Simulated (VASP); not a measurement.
KCl (Sylvite): single point with PBE

KCl (Sylvite):

```
K Cl
1.0
     0.00000    3.15697    3.15697
     3.15697    0.00000    3.15697
     3.15697    3.15697    0.00000
K Cl
1 1
Direct
  0.00000 0.00000 0.00000
  0.50000 0.50000 0.50000
```

This cell differs from its parent crystal: volume scaled by 0.97.

```yaml
Program: VASP 6.6.1
Task: single point
Functional: PBE
Potentials_or_basis: VASP PAW PBE potentials, release 64 (K_sv, Cl)
Cutoff: 520 eV
k_mesh: 6 × 6 × 6
Occupations: gaussian, width 0.02 eV
Spin: no spin polarisation
```

* Pressure: 0.6 GPa
* Band gap on the k mesh: 5.15 eV, direct

Levels at points of the mesh, in eV from the valence-band top:
```tsv
k point	band 5	band 6	band 7	band 8	band 9	band 10	band 11	band 12
(0.00, 0.00, 0.00)	-10.68	0.00	0.00	0.00	5.15	8.37	8.37	8.37
(0.50, 0.00, 0.00)	-10.45	-1.04	-0.32	-0.32	7.56	8.56	10.50	10.50
(0.50, 0.50, 0.00)	-10.74	-0.65	-0.22	-0.22	6.54	8.30	10.01	10.22
```

Run time: 59 s on 1 thread of AMD EPYC 7R13, on a shared host, peak memory 0.17 GiB.
